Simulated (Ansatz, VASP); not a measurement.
# Te in VASP and in Ansatz

INCAR

```
PREC     = Accurate       # precision mode
ENCUT    = 520            # plane-wave cutoff, eV
EDIFF    = 1E-6           # SCF threshold, eV
ISMEAR   = -1             # smearing method
SIGMA    = 0.15           # smearing width, eV
LREAL    = F              # projectors in reciprocal space
LASPH    = T              # aspherical terms in the spheres
NELM     = 100            # most SCF steps
ALGO     = Normal         # electronic algorithm
ISIF     = 2              # what is computed and relaxed
LWAVE    = F              # write WAVECAR
LCHARG   = F              # write CHGCAR
GGA      = CA             # functional
NBANDS   = 9              # bands
```

File KPOINTS:

```
regular mesh
0
Gamma
  7 7 7
```

File POSCAR:

```
Te
1.0
    2.3211753325      1.3401309060      1.7021526972
   -2.3211753325      1.3401309060      1.7021526972
    0.0000000000     -2.6802628185      1.7021526972
Te
1
Direct
    0.5000000000      0.5000000000      0.5000000000
```

Input for Ansatz:

```yaml
crystal:
  lattice:
    - [2.321175332465503, 1.3401309059553124, 1.7021526972215115]
    - [-2.321175332465503, 1.3401309059553124, 1.7021526972215115]
    - [0.0, -2.680262818533334, 1.7021526972215115]
  atoms:
    - { symbol: Te, position: [0.5, 0.5, 0.5] }
basis:
  ecutwfc: 470.0
kpoints:
  mp_grid:
    grid: [7, 7, 7]
hamiltonian:
  xc: lda
scf:
  occupations:
    method: fermi_dirac
    width: 0.15
output:
  stress: true
```

Alike in both runs: task single point; functional LDA; k mesh 7 × 7 × 7; occupations fermi-dirac, width 0.15 eV; no spin polarisation.

|  | VASP | Ansatz |
| --- | --- | --- |
| version | VASP 6.6.1 | Ansatz 0.2.0 |
| potentials or method | VASP PAW LDA potentials, release 64 (Te), cutoff 520 eV | plane waves, PAW |
| valence electrons in the cell | 6 | 16 |

|  | VASP | Ansatz | Ansatz less VASP |
| --- | --- | --- | --- |
| pressure (GPa) | -2.3 | -2.3 | -0.05 |
| traceless stress, the component that is largest in VASP (GPa) | 0.37 | 0.40 | +0.028 |

LDA's correlation is that of Perdew and Zunger in VASP and of Perdew and Wang (1992) in Ansatz. VASP's potentials hold 6 valence electrons a cell and Ansatz's 16, so a difference there can come from the potentials and not from the codes.

Neither program's run includes spin-orbit coupling.
